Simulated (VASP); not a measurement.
# AlN in VASP: a series of runs

AlN is run at these levels: PBE; tasks: electric field gradients.

All numbers are computed with VASP 6.6.1; they aren't measurements. Logs are shortened: lines on timing, memory, paths and dates and some standing lists are left out, and cuts for length are marked.

**1. The cell of the first run**

The structure is tetragonal, space group I4mm (No. 107). Conventional cell: a = 2.797 Å, b = 2.797 Å, c = 3.956 Å, α = 90.00°, β = 90.00°, γ = 90.00°. Al (site symmetry 4mm) has 6 N at 1.90 to 2.06 Å within 2.5 Å. Within 2.5 Å of N (site symmetry 4mm) lie 6 Al at 1.90 to 2.06 Å.

**2. Electric field gradients, PBE (atom 1 (Al) moved by [0.0, 0.0, 0.08] A)**

INCAR reads:

```
SYSTEM = AlN
PREC = Accurate
ENCUT = 520
EDIFF = 1E-8
ISMEAR = -1
SIGMA = 0.02
LREAL = .False.
LASPH = .True.
NELM = 100
ALGO = Normal
ISIF = 2
LWAVE = .False.
LCHARG = .False.
GGA = PE
LEFG = .True.
NBANDS = 11
```

KPOINTS reads:

```
regular mesh
0
Gamma
  10 10 10
  0 0 0
```

POSCAR reads:

```
AlN
1.0
    0.0000000000      1.9780000000      1.9780000000
    1.9780000000      0.0000000000      1.9780000000
    1.9780000000      1.9780000000      0.0000000000
Al N
1 1
Direct
    0.0202224469      0.0202224469     -0.0202224469
    0.5000000000      0.5000000000      0.5000000000
```

Potentials or basis: VASP PAW PBE potentials, release 64 (Al, N).

Launch:

```
$ cat potpaw_PBE.64/Al/POTCAR potpaw_PBE.64/N/POTCAR > POTCAR
$ mpirun -np 1 vasp_std > vasp.out
```

OUTCAR:

```text
SYSTEM = AlN
   PREC = Accurate
   ENCUT = 520
   EDIFF = 1E-8
   ISMEAR = -1
   LREAL = .False.
   LASPH = .True.
   NELM = 100
   ISIF = 2
   GGA = PE

 ion  position               nearest neighbor table
   1  0.020  0.020  0.980-   2 1.90   2 1.98   2 1.98   2 1.98   2 1.98   2 2.06
   2  0.500  0.500  0.500-   1 1.90   1 1.98   1 1.98   1 1.98   1 1.98   1 2.06

  LATTYP: Found a face centered cubic cell.
 ALAT       =     3.9560000000

  Lattice vectors:

 A1 = (   0.0000000000,   1.9780000000,   1.9780000000)
 A2 = (   1.9780000000,   0.0000000000,   1.9780000000)
 A3 = (   1.9780000000,   1.9780000000,   0.0000000000)

Analysis of symmetry for initial positions (statically):
=====================================================================
 Subroutine PRICEL returns:
 Original cell was already a primitive cell.

 Routine SETGRP: Setting up the symmetry group for a
 face centered cubic supercell.

 Subroutine GETGRP returns: Found  8 space group operations
 (whereof  8 operations were pure point group operations)
 out of a pool of 48 trial point group operations.

The static configuration has the point symmetry C_4v.

Analysis of symmetry for dynamics (positions and initial velocities):
=====================================================================
 Subroutine PRICEL returns:
 Original cell was already a primitive cell.

 Routine SETGRP: Setting up the symmetry group for a
 face centered cubic supercell.

 Subroutine GETGRP returns: Found  8 space group operations
 (whereof  8 operations were pure point group operations)
 out of a pool of 48 trial point group operations.

The dynamic configuration has the point symmetry C_4v.

 Subroutine INISYM returns: Found  8 space group operations
 (whereof  8 operations are pure point group operations),
 and found     1 'primitive' translations

----------------------------------------------------------------------------------------

                                     Primitive cell

  volume of cell :      15.4778

  direct lattice vectors                    reciprocal lattice vectors
     0.000000000  1.978000000  1.978000000    -0.252780586  0.252780586  0.252780586
     1.978000000  0.000000000  1.978000000     0.252780586 -0.252780586  0.252780586
     1.978000000  1.978000000  0.000000000     0.252780586  0.252780586 -0.252780586

  length of vectors
     2.797314426  2.797314426  2.797314426     0.437828819  0.437828819  0.437828819

  position of ions in fractional coordinates (direct lattice)
     0.020222447  0.020222447  0.979777553
     0.500000000  0.500000000  0.500000000

  ion indices of the primitive-cell ions
   primitive index   ion index
                 1           1
                 2           2

----------------------------------------------------------------------------------------

 KPOINTS: regular mesh

Automatic generation of k-mesh.
 Grid dimensions read from file:
 generate k-points for:   10   10   10

 Generating k-lattice:

  Cartesian coordinates                     Fractional coordinates (reciprocal lattice)
    -0.025278059  0.025278059  0.025278059     0.100000000  0.000000000  0.000000000
     0.025278059 -0.025278059  0.025278059     0.000000000  0.100000000  0.000000000
     0.025278059  0.025278059 -0.025278059     0.000000000  0.000000000  0.100000000

  Length of vectors
     0.043782882  0.043782882  0.043782882

  Shift w.r.t. Gamma in fractional coordinates (k-lattice)
     0.000000000  0.000000000  0.000000000

 Subroutine IBZKPT returns following result:
 ===========================================

 Found    102 irreducible k-points:

 Following reciprocal coordinates:
            Coordinates               Weight
  0.000000  0.000000  0.000000      1.000000
  0.100000  0.000000  0.000000      8.000000
  0.200000  0.000000  0.000000      8.000000
  0.300000  0.000000  0.000000      8.000000
  0.400000  0.000000  0.000000      8.000000
  0.500000  0.000000  0.000000      4.000000
[... 16 lines left out ...]
 -0.100000  0.100000  0.000000      4.000000
  0.000000 -0.100000  0.100000      8.000000
 [... further k-points ...]
   k-points           NKPTS =    102   k-points in BZ     NKDIM =    102   number of bands    NBANDS=     11
   number of dos      NEDOS =    301   number of ions     NIONS =      2
   total plane-waves  NPLWV =  13824
   dimension x,y,z NGX =    24 NGY =   24 NGZ =   24
   dimension x,y,z NGXF=    48 NGYF=   48 NGZF=   48
   ions per type =               1   1
   NGX,Y,Z   is equivalent  to a cutoff of  14.26, 14.26, 14.26 a.u.
   NGXF,Y,Z  is equivalent  to a cutoff of  28.53, 28.53, 28.53 a.u.
 SYSTEM =  AlN
   PREC   = accura    normal or accurate (medium, high low for compatibility)
   ISTART =      0    job   : 0-new  1-cont  2-samecut
   ICHARG =      2    charge: 1-file 2-atom 10-const
   ISPIN  =      1    spin polarized calculation?
   LNONCOLLINEAR =      F non collinear calculations
   LSORBIT =      F    spin-orbit coupling
   LASPH  =      T    aspherical Exc in radial PAW
   ENCUT  =  520.0 eV  38.22 Ry    6.18 a.u.   5.20  5.20  5.20*2*pi/ulx,y,z
   NELM   =    100;   NELMIN=  2; NELMDL= -5     # of ELM steps
   EDIFF  = 0.1E-07   stopping-criterion for ELM
   LREAL  =      F    real-space projection
   EDIFFG = 0.1E-06   stopping-criterion for IOM
   NSW    =      0    number of steps for IOM
   IBRION =     -1    ionic relax: 0-MD 1-quasi-New 2-CG
   NFREE  =      0    steps in history (QN), initial steepest desc. (CG)
   ISIF   =      2    stress and relaxation
   ISYM   =      2    0-nonsym 1-usesym 2-fastsym
   POTIM  = 0.5000    time-step for ionic-motion
   TEBEG  =    0.0;   TEEND  =   0.0 temperature during run
   PSTRESS=    0.0 pullay stress
   NELECT =       8.0000    total number of electrons
   NUPDOWN=      -1.0000    fix difference up-down
   EMIN   =  10.00;   EMAX   =-10.00  energy-range for DOS
   EFERMI =   0.00;   METHOD = LEGACY
   ISMEAR =    -1;   SIGMA  =   0.02  broadening in eV -4-tet -1-fermi 0-gaus
   EFERMI_NEDOS =   21; number of points for ismear=-14 and -15
   IALGO  =     38    algorithm
   IMIX   =      4    mixing-type and parameters
     AMIX     =   0.40;   BMIX     =  1.00
     AMIX_MAG =   1.60;   BMIX_MAG =  1.00
  volume/ion in A,a.u.               =       7.74        52.22
  Fermi-wavevector in a.u.,A,eV,Ry     =   1.313818  2.482756 23.485258  1.726118
  Thomas-Fermi vector in A             =   2.444114
   LORBIT       =      0    0 simple, 1 ext, 2 COOP (PROOUT), +10 PAW based schemes
   GGA     = PE    functional components
   LHFCALC =     F    Hartree Fock is set to
   AEXX    =    0.0000 exact exchange contribution
   IVDW    =     0    specifies the selected vdW correction
   LEPSILON=     F    determine dielectric tensor
   LRPA    =     F    only Hartree local field effects (RPA)
 non-spin polarized calculation
  energy-cutoff  :      520.00
  volume of cell :       15.48
 maximum number of plane-waves:       444
 NGX is ok and might be reduce to    24
   NGX = 11   NGY = 11   NGZ = 11

 number of electron       8.0000000 magnetization

 Free energy of the ion-electron system (eV)
  ---------------------------------------------------
  ext. energy  EPLUGINS =         0.00000000
  ---------------------------------------------------
  free energy    TOTEN  =       -14.41172321 eV

  energy without entropy =      -14.41172321  energy(sigma->0) =      -14.41172321

 E-fermi :  11.1885     XC(G=0): -12.5924

 val. band max:       10.8264196067   @ k =   0.0000   0.0000   0.0000
 cond. band min:      16.0216386963   @ k =   0.5000   0.5000   0.0000
 fundamental gap:      5.1952190896
 Fermi energy:        11.1885280270

 k-point     1 :       0.0000    0.0000    0.0000
  band No.  band energies     occupation
      1      -7.3297      2.00000
      2      10.7986      2.00000
      3      10.8264      2.00000
      4      10.8264      2.00000
      5      17.4648      0.00000
      6      23.2265      0.00000
      7      23.2361      0.00000
      8      23.2361      0.00000
      9      28.5114      0.00000
     10      29.1185      0.00000
     11      29.1350      0.00000
[... 309 lines left out ...]
 k-point    24 :       0.0000   -0.1000    0.1000
  band No.  band energies     occupation
      1      -6.7546      2.00000
      2       8.7377      2.00000
      3       9.9573      2.00000
      4      10.6554      2.00000
      5      18.7540      0.00000
      6      21.4242      0.00000
      7      23.9980      0.00000
      8      24.0022      0.00000
      9      25.9227      0.00000
     10      28.0150      0.00000
     11      30.9194      0.00000

 [... further k-points ...]
[... 5 lines left out ...]
  --------------------------------------------------------------------------------------
  -------------------------------------------------------------------------------------
  Total        2.3999020      2.3999020      2.8868141      0.0000000      0.0000000      0.0000000
  in kB      248.4249609    248.4249609    298.8274884      0.0000000      0.0000000      0.0000000
  external PRESSURE =     265.2258034 kB  Pullay stress =       0.0000000 kB

 VOLUME and BASIS-vectors are now :
 -----------------------------------------------------------------------------
  energy-cutoff  :      520.00
  volume of cell :       15.48
      direct lattice vectors                 reciprocal lattice vectors
     0.000000000  1.978000000  1.978000000    -0.252780586  0.252780586  0.252780586
     1.978000000  0.000000000  1.978000000     0.252780586 -0.252780586  0.252780586
     1.978000000  1.978000000  0.000000000     0.252780586  0.252780586 -0.252780586

 POSITION                                       TOTAL-FORCE (eV/Angst)
 -----------------------------------------------------------------------------------
      1.97800      1.97800      0.08000         0.000000      0.000000     -0.842143
      1.97800      1.97800      1.97800         0.000000      0.000000      0.842143
 -----------------------------------------------------------------------------------
    total drift:                               -0.000000     -0.000000      0.000154

  FREE ENERGIE OF THE ION-ELECTRON SYSTEM (eV)
  ---------------------------------------------------
  free  energy   TOTEN  =       -14.4117232124 eV

  energy  without entropy=      -14.4117232124  energy(sigma->0) =      -14.41172321

 Electric field gradients (V/A^2)
---------------------------------------------------------------------
 ion       V_xx      V_yy      V_zz      V_xy      V_xz      V_yz
---------------------------------------------------------------------
   1       1.259     1.259    -2.517     0.000     0.000     0.000
   2       0.561     0.561    -1.122     0.000     0.000     0.000
---------------------------------------------------------------------

 Electric field gradients after diagonalization (V/A^2)
 (convention: |V_zz| > |V_xx| > |V_yy|)
----------------------------------------------------------------------
 ion       V_xx      V_yy      V_zz     asymmetry (V_yy - V_xx)/ V_zz
----------------------------------------------------------------------
   1       1.259     1.259    -2.517       0.000
   2       0.561     0.561    -1.122       0.000
----------------------------------------------------------------------

           NMR quadrupolar parameters

 Cq : quadrupolar parameter    Cq=e*Q*V_zz/h
 eta: asymmetry parameters     (V_yy - V_xx)/ V_zz
 Q  : nuclear electric quadrupole moment in mb (millibarn)
----------------------------------------------------------------------
 ion       Cq(MHz)       eta       Q (mb)
----------------------------------------------------------------------
   1      -0.006       0.000       1.000
   2      -0.003       0.000       1.000
----------------------------------------------------------------------
```

Wall time 28 s (1 thread of Intel Xeon Platinum 8488C (Sapphire Rapids), shared host); peak memory 0.14 GiB.

Results:

| Item | Value |
| --- | --- |
| Free energy | -14.4117 eV |
| Pressure | 26.5 GPa |
| Largest force | 0.842 eV/Å |
| Band gap on the k mesh | 5.20 eV, indirect (least direct gap 6.64 eV) |

Forces on the atoms (eV/Å):
```
Al   0.000  0.000 -0.842
N    0.000  0.000  0.842
```

Stress tensor (GPa, compression positive):
```
24.84  0.00  0.00
 0.00 24.84  0.00
 0.00  0.00 29.88
```

Levels at points of the mesh, in eV from the valence-band top:
```
           k point  band 1  band 2  band 3  band 4  band 5  band 6  band 7  band 8  band 9
(0.00, 0.00, 0.00)  -18.16   -0.03    0.00    0.00    6.64   12.40   12.41   12.41   17.68
(0.50, 0.00, 0.00)  -14.63   -8.72   -1.21   -1.19    6.56   11.51   11.55   14.33   16.84
(0.50, 0.50, 0.00)  -13.57   -7.81   -2.96   -2.96    5.20    5.24   14.85   18.33   18.33
(0.00, 0.50, 0.50)  -13.56   -7.82   -2.97   -2.97    5.20    5.23   14.88   18.32   18.32
```

Electric field gradients, principal values (V/Å²):
```
atom  least  middle  greatest (by size)
1 Al  1.259   1.259              -2.517
 2 N  0.561   0.561              -1.122
```

Caveat: the cell differs from its parent crystal (atom 1 (Al) moved by [0.0, 0.0, 0.08] A); without QUAD_EFG the Cq values of the log hold for a quadrupole moment of 1 mb, not for the nuclei.

**3. Electric field gradients, PBE (zz strain of +2 %)**

INCAR reads:

```
ALGO = Normal
EDIFF = 1E-8
ENCUT = 520
GGA = PE
ISIF = 2
ISMEAR = -1
LASPH = T
LCHARG = F
LEFG = T
LREAL = F
LWAVE = F
NBANDS = 11
NELM = 60
PREC = Accurate
SIGMA = 0.02
```

KPOINTS reads:

```
k-points
0
Gamma
  10 10 10
```

POSCAR reads:

```
AlN
1.0
    0.0000000000      1.9780000000      2.0175600000
    1.9780000000      0.0000000000      2.0175600000
    1.9780000000      1.9780000000      0.0000000000
Al N
1 1
Direct
    0.0000000000      0.0000000000      0.0000000000
    0.5000000000      0.5000000000      0.5000000000
```

Potentials or basis: VASP PAW PBE potentials, release 64 (Al, N).

Launch:

```
$ cat potpaw_PBE.64/Al/POTCAR potpaw_PBE.64/N/POTCAR > POTCAR
$ mpirun -np 1 vasp_std > vasp.out
```

OUTCAR:

```text
EDIFF = 1E-8
   ENCUT = 520
   GGA = PE
   ISIF = 2
   ISMEAR = -1
   LASPH = T
   LREAL = F
   NELM = 60
   PREC = Accurate

 ion  position               nearest neighbor table
   1  0.000  0.000  0.000-   2 1.98   2 1.98   2 1.98   2 1.98   2 2.02   2 2.02
   2  0.500  0.500  0.500-   1 1.98   1 1.98   1 1.98   1 1.98   1 2.02   1 2.02

  LATTYP: Found a body centered tetragonal cell.
 ALAT       =     2.7973144264
 C/A-ratio  =     1.4424978336

  Lattice vectors:

 A1 = (  -1.9780000000,   0.0000000000,   2.0175600000)
 A2 = (   1.9780000000,   0.0000000000,   2.0175600000)
 A3 = (   0.0000000000,   1.9780000000,  -2.0175600000)

Analysis of symmetry for initial positions (statically):
=====================================================================
 Subroutine PRICEL returns:
 Original cell was already a primitive cell.

 Routine SETGRP: Setting up the symmetry group for a
 body centered tetragonal supercell.

 Subroutine GETGRP returns: Found 16 space group operations
 (whereof 16 operations were pure point group operations)
 out of a pool of 16 trial point group operations.

The static configuration has the point symmetry D_4h.

Analysis of symmetry for dynamics (positions and initial velocities):
=====================================================================
 Subroutine PRICEL returns:
 Original cell was already a primitive cell.

 Routine SETGRP: Setting up the symmetry group for a
 body centered tetragonal supercell.

[... 164 lines left out ...]
      4      10.6555      2.00000
      5      16.9108      0.00000
      6      22.7023      0.00000
      7      22.9764      0.00000
      8      22.9764      0.00000
      9      28.1521      0.00000
     10      28.3712      0.00000
     11      29.0324      0.00000
[... 309 lines left out ...]
 k-point    24 :       0.4000    0.3000    0.0000
  band No.  band energies     occupation
      1      -4.3214      2.00000
      2       4.5138      2.00000
      3       7.6801      2.00000
      4       8.2632      2.00000
      5      17.0466      0.00000
      6      17.8135      0.00000
      7      23.1781      0.00000
      8      26.9154      0.00000
      9      27.6932      0.00000
     10      33.0292      0.00000
     11      35.9745      0.00000

 [... further k-points ...]
[... 5 lines left out ...]
  --------------------------------------------------------------------------------------
  -------------------------------------------------------------------------------------
  Total        2.0891088      2.0891088      1.3758911      0.0000000     -0.0000000     -0.0000000
  in kB      212.0130581    212.0130581    139.6322080      0.0000000     -0.0000000     -0.0000000
  external PRESSURE =     187.8861081 kB  Pullay stress =       0.0000000 kB

 VOLUME and BASIS-vectors are now :
 -----------------------------------------------------------------------------
  energy-cutoff  :      520.00
  volume of cell :       15.79
      direct lattice vectors                 reciprocal lattice vectors
     0.000000000  1.978000000  2.017560000    -0.252780586  0.252780586  0.247824104
     1.978000000  0.000000000  2.017560000     0.252780586 -0.252780586  0.247824104
     1.978000000  1.978000000  0.000000000     0.252780586  0.252780586 -0.247824104

 POSITION                                       TOTAL-FORCE (eV/Angst)
 -----------------------------------------------------------------------------------
      0.00000      0.00000      0.00000        -0.000000      0.000000     -0.000000
      1.97800      1.97800      2.01756         0.000000      0.000000      0.000000
 -----------------------------------------------------------------------------------
    total drift:                               -0.000000     -0.000000      0.000000

  FREE ENERGIE OF THE ION-ELECTRON SYSTEM (eV)
  ---------------------------------------------------
  free  energy   TOTEN  =       -14.4823830066 eV

  energy  without entropy=      -14.4823830066  energy(sigma->0) =      -14.48238301

 Electric field gradients (V/A^2)
---------------------------------------------------------------------
 ion       V_xx      V_yy      V_zz      V_xy      V_xz      V_yz
---------------------------------------------------------------------
   1      -3.880    -3.880     7.759     0.000     0.000     0.000
   2      -1.318    -1.318     2.637     0.000     0.000     0.000
---------------------------------------------------------------------

 Electric field gradients after diagonalization (V/A^2)
 (convention: |V_zz| > |V_xx| > |V_yy|)
----------------------------------------------------------------------
 ion       V_xx      V_yy      V_zz     asymmetry (V_yy - V_xx)/ V_zz
----------------------------------------------------------------------
   1      -3.880    -3.880     7.759       0.000
   2      -1.319    -1.318     2.637       0.000
----------------------------------------------------------------------

           NMR quadrupolar parameters

 Cq : quadrupolar parameter    Cq=e*Q*V_zz/h
 eta: asymmetry parameters     (V_yy - V_xx)/ V_zz
 Q  : nuclear electric quadrupole moment in mb (millibarn)
----------------------------------------------------------------------
 ion       Cq(MHz)       eta       Q (mb)
----------------------------------------------------------------------
   1       0.019       0.000       1.000
   2       0.006       0.000       1.000
----------------------------------------------------------------------
```

It took 19 s on 1 thread of Intel Xeon 8259CL, shared host; peak memory 0.14 GiB.

Results:

| Quantity | Value |
| --- | --- |
| Free energy | -14.4824 eV |
| Pressure | 18.8 GPa |
| Band gap on the k mesh | 4.90 eV, indirect (least direct gap 6.26 eV) |

Stress tensor (GPa, compression positive):
```
21.20  0.00  0.00
 0.00 21.20  0.00
 0.00  0.00 13.96
```

Levels at points of the mesh, in eV from the valence-band top:
| k point | band 1 | band 2 | band 3 | band 4 | band 5 | band 6 | band 7 | band 8 |
| --- | --- | --- | --- | --- | --- | --- | --- | --- |
| (0.00, 0.00, 0.00) | -18.06 | -0.14 | -0.14 | 0.00 | 6.26 | 12.05 | 12.32 | 12.32 |
| (0.50, 0.00, 0.00) | -14.62 | -8.69 | -1.30 | -1.21 | 6.32 | 11.08 | 11.52 | 13.89 |
| (0.50, 0.50, 0.00) | -13.69 | -7.85 | -2.90 | -2.90 | 5.11 | 5.27 | 14.36 | 18.04 |
| (0.50, 0.00, 0.50) | -13.52 | -7.75 | -3.19 | -2.93 | 4.90 | 5.07 | 14.61 | 17.48 |

Electric field gradients, principal values (V/Å²):
```tsv
atom	least	middle	greatest (by size)
1 Al	-3.880	-3.880	7.759
2 N	-1.318	-1.319	2.637
```

Caveat: the cell differs from its parent crystal (zz strain of +2 %); without QUAD_EFG the Cq values of the log hold for a quadrupole moment of 1 mb, not for the nuclei.

(Part 1 of 2 ends here.)
